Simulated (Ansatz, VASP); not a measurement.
# One calculation of Na3Zn2N, two programs

```
CELL_PARAMETERS angstrom
5.89188 0.00000 0.00000
0.00000 5.89188 0.00000
0.00000 0.00000 4.55770
ATOMIC_POSITIONS crystal
Na 0.00000 0.50000 0.50000
Na 0.50000 0.00000 0.50000
Na 0.50000 0.50000 0.50000
Zn 0.00000 0.00000 0.24728
Zn 0.00000 0.00000 0.75272
N 0.50000 0.50000 0.00000
```

Alike in both runs: functional PBE; k mesh 4 × 4 × 4; occupations gaussian, width 0.1 eV; no spin polarisation.

Ansatz relaxed the structure, and its values are those at the end. VASP's run is a single point on that final structure, the one shown.

|  | VASP | Ansatz |
| --- | --- | --- |
| version | VASP 6.6.1 | Ansatz 0.2.0 |
| potentials or method | VASP PAW PBE potentials, release 64 (Na_pv, Zn, N), cutoff 520 eV | scalar-relativistic, plane waves, PAW |
| valence electrons in the cell | 50 | 56 |

```tsv
	VASP	Ansatz	Ansatz less VASP
gap on the k mesh at the Fermi level (eV)	none	none	-
pressure (GPa)	0.0	-0.1	-0.08
rms of the force components (eV/Å)	0.002	0.003	+0.0013
```

A gap of «none» marks a metal or a gap that the smearing closes. With one functional, cell and mesh, what is left measures potentials, basis and numerics. VASP's potentials hold 50 valence electrons a cell and Ansatz's 56, so a difference there can come from the potentials and not from the codes.
